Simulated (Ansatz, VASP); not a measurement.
## Cu3N: VASP beside Ansatz

```xyz
4
Lattice="3.9508 0.0000 0.0000 0.0000 3.9508 0.0000 0.0000 0.0000 3.9508" Properties=species:S:1:pos:R:3 pbc="T T T"
Cu    1.9754    0.0000    0.0000
Cu    0.0000    1.9754    0.0000
Cu    0.0000    0.0000    1.9754
N     0.0000    0.0000    0.0000
```

Alike in both runs: task single point; functional PBE; k mesh 10 × 10 × 10; occupations gaussian, width 0.01 eV; no spin polarisation.

|  | VASP | Ansatz |
| --- | --- | --- |
| version | VASP 6.6.1 | Ansatz 0.2.0 |
| potentials or method | VASP PAW PBE potentials, release 64 (Cu, N), cutoff 600 eV | scalar-relativistic, plane waves, PAW |
| valence electrons in the cell | 38 | 62 |

|  | VASP | Ansatz | Ansatz less VASP |
| --- | --- | --- | --- |
| gap on the k mesh at the Fermi level (eV) | 0.55 | 0.52 | -0.023 |
| least direct gap on the mesh (eV) | 1.04 | 1.01 | -0.025 |
| pressure (GPa) | -8.2 | -8.8 | -0.66 |

With one functional, cell and mesh, what is left measures potentials, basis and numerics. VASP's potentials hold 38 valence electrons a cell and Ansatz's 62, so a difference there can come from the potentials and not from the codes.
